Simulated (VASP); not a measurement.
# HfN (I4/mmm) in VASP: a series of runs

HfN is run at these levels: PBEsol; tasks: single point.

Everything below comes from runs of VASP 6.6.1. Logs are shortened: lines on timing, memory, paths and dates and some standing lists are left out, and cuts for length are marked.

## Step 1: The cell of the first run

The structure is tetragonal, space group I4/mmm (No. 139). The conventional cell has a = 3.195 Å, b = 3.195 Å, c = 4.337 Å, α = 90.00°, β = 90.00°, γ = 90.00°. Hf (site symmetry 4/mmm) has 6 N at 2.17 to 2.26 Å within 2.9 Å. Within 2.9 Å of N (site symmetry 4/mmm) lie 6 Hf at 2.17 to 2.26 Å.

## Step 2: Single point, PBEsol (strain +0.000 along x and y, -0.040 along z)

File INCAR:

```
ALGO     = Normal         # electronic algorithm
EDIFF    = 1E-6           # SCF threshold, eV
ENCUT    = 520            # plane-wave cutoff, eV
GGA      = PS             # functional
ISIF     = 2              # what is computed and relaxed
ISMEAR   = 0              # smearing method
LASPH    = True           # aspherical terms in the spheres
LCHARG   = False          # write CHGCAR
LREAL    = False          # projectors in reciprocal space
LWAVE    = False          # write WAVECAR
NBANDS   = 14             # bands
NELM     = 100            # most SCF steps
PREC     = Accurate       # precision mode
SIGMA    = 0.15           # smearing width, eV
```

File KPOINTS:

```
k-points
0
Gamma
  18 18 18
```

File POSCAR:

```
HfN
1.0
    0.0000000000      2.2590000000      2.1686400000
    2.2590000000      0.0000000000      2.1686400000
    2.2590000000      2.2590000000      0.0000000000
Hf N
1 1
Direct
    0.0000000000      0.0000000000      0.0000000000
    0.5000000000      0.5000000000      0.5000000000
```

Potentials or basis: VASP PAW PBE potentials, release 64 (Hf_pv, N).

Launch:

```console
$ cat potpaw_PBE.64/Hf_pv/POTCAR potpaw_PBE.64/N/POTCAR > POTCAR
$ mpirun -np 1 vasp_std > vasp.out
```

OUTCAR:

```text
EDIFF = 1E-6
   ENCUT = 520
   GGA = PS
   ISIF = 2
   ISMEAR = 0
   LASPH = True
   LREAL = False
   NELM = 100
   PREC = Accurate

 ion  position               nearest neighbor table
   1  0.000  0.000  0.000-   2 2.17   2 2.17   2 2.26   2 2.26   2 2.26   2 2.26
   2  0.500  0.500  0.500-   1 2.17   1 2.17   1 2.26   1 2.26   1 2.26   1 2.26

  LATTYP: Found a body centered tetragonal cell.
 ALAT       =     3.1947084374
 C/A-ratio  =     1.3576450199

  Lattice vectors:

 A1 = (   0.0000000000,  -2.2590000000,  -2.1686400000)
 A2 = (   0.0000000000,   2.2590000000,  -2.1686400000)
 A3 = (   2.2590000000,   0.0000000000,   2.1686400000)

Analysis of symmetry for initial positions (statically):
=====================================================================
 Subroutine PRICEL returns:
 Original cell was already a primitive cell.

 Routine SETGRP: Setting up the symmetry group for a
 body centered tetragonal supercell.

 Subroutine GETGRP returns: Found 16 space group operations
 (whereof 16 operations were pure point group operations)
 out of a pool of 16 trial point group operations.

The static configuration has the point symmetry D_4h.

Analysis of symmetry for dynamics (positions and initial velocities):
=====================================================================
 Subroutine PRICEL returns:
 Original cell was already a primitive cell.

 Routine SETGRP: Setting up the symmetry group for a
 body centered tetragonal supercell.

 Subroutine GETGRP returns: Found 16 space group operations
 (whereof 16 operations were pure point group operations)
 out of a pool of 16 trial point group operations.

The dynamic configuration has the point symmetry D_4h.

 Subroutine INISYM returns: Found 16 space group operations
 (whereof 16 operations are pure point group operations),
 and found     1 'primitive' translations

----------------------------------------------------------------------------------------

                                     Primitive cell

  volume of cell :      22.1335

  direct lattice vectors                    reciprocal lattice vectors
     0.000000000  2.259000000  2.168640000    -0.221336875  0.221336875  0.230559245
     2.259000000  0.000000000  2.168640000     0.221336875 -0.221336875  0.230559245
     2.259000000  2.259000000  0.000000000     0.221336875  0.221336875 -0.230559245

  length of vectors
     3.131466182  3.131466182  3.194708437     0.388764182  0.388764182  0.388764182

  position of ions in fractional coordinates (direct lattice)
     0.000000000  0.000000000  0.000000000
     0.500000000  0.500000000  0.500000000

  ion indices of the primitive-cell ions
   primitive index   ion index
                 1           1
                 2           2

----------------------------------------------------------------------------------------

 KPOINTS: k-points

Automatic generation of k-mesh.
 Grid dimensions read from file:
 generate k-points for:   18   18   18

 Generating k-lattice:

  Cartesian coordinates                     Fractional coordinates (reciprocal lattice)
    -0.012296493  0.012296493  0.012808847     0.055555556  0.000000000  0.000000000
     0.012296493 -0.012296493  0.012808847     0.000000000  0.055555556  0.000000000
     0.012296493  0.012296493 -0.012808847     0.000000000  0.000000000  0.055555556

  Length of vectors
     0.021598010  0.021598010  0.021598010

  Shift w.r.t. Gamma in fractional coordinates (k-lattice)
     0.000000000  0.000000000  0.000000000

 Subroutine IBZKPT returns following result:
 ===========================================

 Found    480 irreducible k-points:

 Following reciprocal coordinates:
            Coordinates               Weight
  0.000000  0.000000  0.000000      1.000000
  0.055556  0.000000  0.000000      8.000000
  0.111111  0.000000  0.000000      8.000000
  0.166667  0.000000  0.000000      8.000000
  0.222222  0.000000  0.000000      8.000000
  0.277778  0.000000  0.000000      8.000000
[... 16 lines left out ...]
 -0.277778  0.055556  0.000000      8.000000
 -0.222222  0.055556  0.000000      8.000000
 [... further k-points ...]
   k-points           NKPTS =    480   k-points in BZ     NKDIM =    480   number of bands    NBANDS=     14
   number of dos      NEDOS =    301   number of ions     NIONS =      2
   total plane-waves  NPLWV =  13824
   dimension x,y,z NGX =    24 NGY =   24 NGZ =   24
   dimension x,y,z NGXF=    48 NGYF=   48 NGZF=   48
   ions per type =               1   1
   NGX,Y,Z   is equivalent  to a cutoff of  12.74, 12.74, 12.49 a.u.
   NGXF,Y,Z  is equivalent  to a cutoff of  25.48, 25.48, 24.98 a.u.
 SYSTEM =  unknown system
   PREC   = accura    normal or accurate (medium, high low for compatibility)
   ISTART =      0    job   : 0-new  1-cont  2-samecut
   ICHARG =      2    charge: 1-file 2-atom 10-const
   ISPIN  =      1    spin polarized calculation?
   LNONCOLLINEAR =      F non collinear calculations
   LSORBIT =      F    spin-orbit coupling
   LASPH  =      T    aspherical Exc in radial PAW
   ENCUT  =  520.0 eV  38.22 Ry    6.18 a.u.   5.82  5.82  5.94*2*pi/ulx,y,z
   NELM   =    100;   NELMIN=  2; NELMDL= -5     # of ELM steps
   EDIFF  = 0.1E-05   stopping-criterion for ELM
   LREAL  =      F    real-space projection
   EDIFFG = 0.1E-04   stopping-criterion for IOM
   NSW    =      0    number of steps for IOM
   IBRION =     -1    ionic relax: 0-MD 1-quasi-New 2-CG
   NFREE  =      0    steps in history (QN), initial steepest desc. (CG)
   ISIF   =      2    stress and relaxation
   ISYM   =      2    0-nonsym 1-usesym 2-fastsym
   POTIM  = 0.5000    time-step for ionic-motion
   TEBEG  =    0.0;   TEEND  =   0.0 temperature during run
   PSTRESS=    0.0 pullay stress
   NELECT =      15.0000    total number of electrons
   NUPDOWN=      -1.0000    fix difference up-down
   EMIN   =  10.00;   EMAX   =-10.00  energy-range for DOS
   EFERMI =   0.00;   METHOD = LEGACY
   ISMEAR =     0;   SIGMA  =   0.15  broadening in eV -4-tet -1-fermi 0-gaus
   EFERMI_NEDOS =   21; number of points for ismear=-14 and -15
   IALGO  =     38    algorithm
   IMIX   =      4    mixing-type and parameters
     AMIX     =   0.40;   BMIX     =  1.00
     AMIX_MAG =   1.60;   BMIX_MAG =  1.00
  volume/ion in A,a.u.               =      11.07        74.68
  Fermi-wavevector in a.u.,A,eV,Ry     =   1.437988  2.717403 28.134258  2.067810
  Thomas-Fermi vector in A             =   2.557005
   LORBIT       =      0    0 simple, 1 ext, 2 COOP (PROOUT), +10 PAW based schemes
   GGA     = PS    functional components
   LHFCALC =     F    Hartree Fock is set to
   AEXX    =    0.0000 exact exchange contribution
   IVDW    =     0    specifies the selected vdW correction
   LEPSILON=     F    determine dielectric tensor
   LRPA    =     F    only Hartree local field effects (RPA)
 non-spin polarized calculation
 Gauss-broadening in eV      SIGMA  =   0.15
  energy-cutoff  :      520.00
  volume of cell :       22.13
 maximum number of plane-waves:       612
   NGX = 11   NGY = 11   NGZ = 11

 number of electron      15.0000000 magnetization

 Free energy of the ion-electron system (eV)
  ---------------------------------------------------
  ext. energy  EPLUGINS =         0.00000000
  ---------------------------------------------------
  free energy    TOTEN  =       -22.93839968 eV

  energy without entropy =      -22.93245294  energy(sigma->0) =      -22.93542631

 E-fermi :   8.5582     XC(G=0): -13.1055

 val. band max:        8.5207109910   @ k =  -0.3889   0.0556   0.3333
 cond. band min:       8.5634227514   @ k =  -0.2222   0.3333   0.1667
 fundamental gap:      0.0427117603
 Fermi energy:         8.5582052762

 k-point     1 :       0.0000    0.0000    0.0000
  band No.  band energies     occupation
      1     -22.3355      2.00000
      2     -22.3355      2.00000
      3     -22.3099      2.00000
      4      -9.1204      2.00000
      5       5.4561      2.00000
      6       5.4561      2.00000
      7       5.7076      2.00000
      8       8.0225      2.00000
      9       8.0225      2.00000
     10       8.4977      1.43133
     11      10.0426      0.00000
     12      10.2888      0.00000
     13      11.7073      0.00000
     14      18.2218      0.00000

 k-point     2 :       0.0556    0.0000    0.0000
  band No.  band energies     occupation
      1     -22.3676      2.00000
      2     -22.3396      2.00000
      3     -22.3183      2.00000
      4      -9.0402      2.00000
      5       5.1461      2.00000
      6       5.2481      2.00000
      7       5.4712      2.00000
      8       8.1467      1.99990
      9       8.1510      1.99988
     10       8.5808      0.83131
     11      10.3022      0.00000
     12      10.5427      0.00000
     13      11.9499      0.00000
     14      18.4803      0.00000

 k-point     3 :       0.1111    0.0000    0.0000
  band No.  band energies     occupation
      1     -22.4742      2.00000
      2     -22.3512      2.00000
      3     -22.3263      2.00000
      4      -8.8082      2.00000
      5       4.3808      2.00000
      6       4.7556      2.00000
      7       4.9471      2.00000
      8       8.3988      1.86724
      9       8.4834      1.51932
     10       8.7940      0.02620
     11      10.9799      0.00000
     12      11.2186      0.00000
     13      12.5997      0.00000
     14      19.2111      0.00000

 k-point     4 :       0.1667    0.0000    0.0000
  band No.  band energies     occupation
      1     -22.6355      2.00000
      2     -22.3690      2.00000
      3     -22.3357      2.00000
      4      -8.4480      2.00000
      5       3.4366      2.00000
      6       4.1705      2.00000
      7       4.3315      2.00000
      8       8.6658      0.31019
      9       8.9682      0.00011
     10       9.1613      0.00000
     11      11.8718      0.00000
     12      12.1544      0.00000
     13      13.4999      0.00000
     14      20.2810      0.00000

 k-point     5 :       0.2222    0.0000    0.0000
  band No.  band energies     occupation
      1     -22.8264      2.00000
      2     -22.3907      2.00000
      3     -22.3466      2.00000
      4      -7.9943      2.00000
      5       2.4638      2.00000
      6       3.6008      2.00000
      7       3.7295      2.00000
      8       8.9794      0.00007
      9       9.5873      0.00000
     10       9.6874      0.00000
     11      12.8077      0.00000
[... 276 lines left out ...]
 k-point    22 :      -0.3333    0.0556    0.0000
  band No.  band energies     occupation
      1     -23.2314      2.00000
      2     -22.4321      2.00000
      3     -22.4115      2.00000
      4      -6.8849      2.00000
      5       0.5118      2.00000
      6       2.5162      2.00000
      7       2.8893      2.00000
      8      10.0114      0.00000
      9      10.9756      0.00000
     10      11.7740      0.00000
     11      14.3974      0.00000
     12      16.1169      0.00000
     13      16.2172      0.00000
     14      20.9263      0.00000

 k-point    23 :      -0.2778    0.0556    0.0000
  band No.  band energies     occupation
      1     -23.0674      2.00000
      2     -22.4085      2.00000
      3     -22.4032      2.00000
      4      -7.3618      2.00000
      5       1.2325      2.00000
      6       2.8490      2.00000
      7       3.3388      2.00000
      8       9.3971      0.00000
      9      10.1804      0.00000
     10      11.1808      0.00000
     11      14.1337      0.00000
     12      14.9943      0.00000
     13      15.2416      0.00000
     14      20.9960      0.00000

 k-point    24 :      -0.2222    0.0556    0.0000
  band No.  band energies     occupation
      1     -22.8809      2.00000
      2     -22.3907      2.00000
      3     -22.3847      2.00000
      4      -7.8501      2.00000
      5       2.0562      2.00000
      6       3.2838      2.00000
      7       3.8722      2.00000
      8       8.9378      0.00034
      9       9.4583      0.00000
     10      10.5359      0.00000
     11      13.5232      0.00000
     12      13.8713      0.00000
     13      14.1665      0.00000
     14      21.0157      0.00000

 [... further k-points ...]
[... 5 lines left out ...]
  --------------------------------------------------------------------------------------
  -------------------------------------------------------------------------------------
  Total       -0.0645305     -0.0645305      3.4748821      0.0000000      0.0000000      0.0000000
  in kB       -4.6711689     -4.6711689    251.5363383      0.0000000      0.0000000      0.0000000
  external PRESSURE =      80.7313335 kB  Pullay stress =       0.0000000 kB

 VOLUME and BASIS-vectors are now :
 -----------------------------------------------------------------------------
  energy-cutoff  :      520.00
  volume of cell :       22.13
      direct lattice vectors                 reciprocal lattice vectors
     0.000000000  2.259000000  2.168640000    -0.221336875  0.221336875  0.230559245
     2.259000000  0.000000000  2.168640000     0.221336875 -0.221336875  0.230559245
     2.259000000  2.259000000  0.000000000     0.221336875  0.221336875 -0.230559245

 POSITION                                       TOTAL-FORCE (eV/Angst)
 -----------------------------------------------------------------------------------
      0.00000      0.00000      0.00000        -0.000000      0.000000      0.000000
      2.25900      2.25900      2.16864         0.000000     -0.000000     -0.000000
 -----------------------------------------------------------------------------------
    total drift:                                0.000000     -0.000000     -0.000000

  FREE ENERGIE OF THE ION-ELECTRON SYSTEM (eV)
  ---------------------------------------------------
  free  energy   TOTEN  =       -22.9383996755 eV

  energy  without entropy=      -22.9324529412  energy(sigma->0) =      -22.93542631
```

Run time: 2.2 min. Hardware: 1 thread of Intel Xeon 8259CL, shared host; peak memory 0.27 GiB.

What came out:

* Free energy: -22.9384 eV
* Pressure: 8.1 GPa
* Band gap on the k mesh: zero (an odd number of electrons rules out a gap without spin polarisation)

Stress tensor (GPa, compression positive):
```
-0.47  0.00  0.00
 0.00 -0.47  0.00
 0.00  0.00 25.15
```

Caveat: the cell differs from its parent crystal (strain +0.000 along x and y, -0.040 along z); the cell stands under pressure; the PAW data sets were made with another functional, which shifts forces and pressure a little; spin-orbit coupling is left out, which moves the levels of the heavy elements.

## Step 3: Single point, PBEsol (strain -0.040 along x and y, +0.040 along z)

File INCAR:

```
SYSTEM = HfN
ALGO = Normal
EDIFF = 1E-6
ENCUT = 520
GGA = PS
ISIF = 2
ISMEAR = 0
LASPH = .TRUE.
LCHARG = .FALSE.
LREAL = .FALSE.
LWAVE = .FALSE.
NBANDS = 14
NELM = 60
PREC = Accurate
SIGMA = 0.15
```

File KPOINTS:

```
k-points
0
G
  18 18 18
  0 0 0
```

File POSCAR:

```
HfN
1.0
    0.0000000000      2.1686400000      2.3493600000
    2.1686400000      0.0000000000      2.3493600000
    2.1686400000      2.1686400000      0.0000000000
Hf N
1 1
Direct
    0.0000000000      0.0000000000      0.0000000000
    0.5000000000      0.5000000000      0.5000000000
```

Potentials or basis: VASP PAW PBE potentials, release 64 (Hf_pv, N).

Launch:

```console
$ cat potpaw_PBE.64/Hf_pv/POTCAR potpaw_PBE.64/N/POTCAR > POTCAR
$ mpirun -np 1 vasp_std > vasp.out
```

Run time: 2.2 min. Hardware: 1 thread of Intel Xeon 8259CL, shared host; peak memory 0.28 GiB.

It converged, with:

* Free energy: -22.8199 eV
* Pressure: 11.8 GPa
* Band gap on the k mesh: zero (an odd number of electrons rules out a gap without spin polarisation)

Stress tensor (GPa, compression positive):
```
 26.26   0.00   0.00
  0.00  26.26   0.00
  0.00   0.00 -17.01
```

Levels at points of the mesh, in eV from the Fermi level:
| k point | band 6 | band 7 | band 8 | band 9 | band 10 | band 11 |
| --- | --- | --- | --- | --- | --- | --- |
| (0.00, 0.00, 0.00) | -2.91 | -2.91 | -1.03 | -0.06 | -0.06 | 0.29 |
| (0.50, 0.00, 0.00) | -6.53 | -6.43 | 3.50 | 3.72 | 4.32 | 4.53 |
| (0.50, 0.50, 0.00) | -3.93 | -3.44 | -3.44 | 4.33 | 5.80 | 5.80 |
| (0.50, 0.00, 0.50) | -4.10 | -4.00 | -3.58 | 3.78 | 5.14 | 6.51 |

Caveat: the cell differs from its parent crystal (strain -0.040 along x and y, +0.040 along z); the cell stands under pressure; the PAW data sets were made with another functional, which shifts forces and pressure a little; spin-orbit coupling is left out, which moves the levels of the heavy elements.
